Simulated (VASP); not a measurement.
Input of a VASP 6.6.1 run:

INCAR

```
SYSTEM = Al
PREC = Accurate ; ENCUT = 600
EDIFF = 1E-7 ; ISMEAR = -1
SIGMA = 0.15 ; LREAL = .FALSE.
LASPH = .TRUE. ; NELM = 60
ALGO = Normal ; ISIF = 3
LWAVE = .FALSE. ; LCHARG = .FALSE.
GGA = PS ; IBRION = 2
NSW = 80 ; EDIFFG = -0.001
```

File KPOINTS:

```
Automatic mesh
0
G
  18 18 10
  0 0 0
```

Contents of POSCAR:

```
Al
1.0
    2.8500699655      0.0000000000      0.0000000000
   -1.4250349827      2.4682329927      0.0000000000
    0.0000000000      0.0000000000      4.6373166447
Al
2
Direct
    0.6666666667      0.3333333333      0.7500000000
    0.3333333333      0.6666666667      0.2500000000
```

Potentials or basis: VASP PAW PBE potentials, release 64 (Al).

Run with:

```sh
$ cat potpaw_PBE.64/Al/POTCAR > POTCAR
$ mpirun -np 1 vasp_std > vasp.out
```

**Question.** What does it give for the relaxed volume?

**Answer.** 16.34 Å³/atom.

**Question.** Predict the band gap on the k mesh.

**Answer.** Zero (bands 3 and 4 overlap by 7.31 eV).

The path:
```
step  energy change (eV)  largest force (eV/Å)  pressure (GPa)  volume (Å³)
   1              0.0000                0.0000            0.16        32.62
   2             -0.0003                0.0000           -0.03        32.70
   3             -0.0004                0.0000           -0.26        32.80
   4             -0.0005                0.0000           -0.08        32.72
   5             -0.0005                0.0000           -0.02        32.70
   6             -0.0005                0.0000           -0.02        32.70
   7             -0.0005                0.0000            0.00        32.69
```

Caveat: the PAW data sets were made with another functional, which shifts forces and pressure a little.
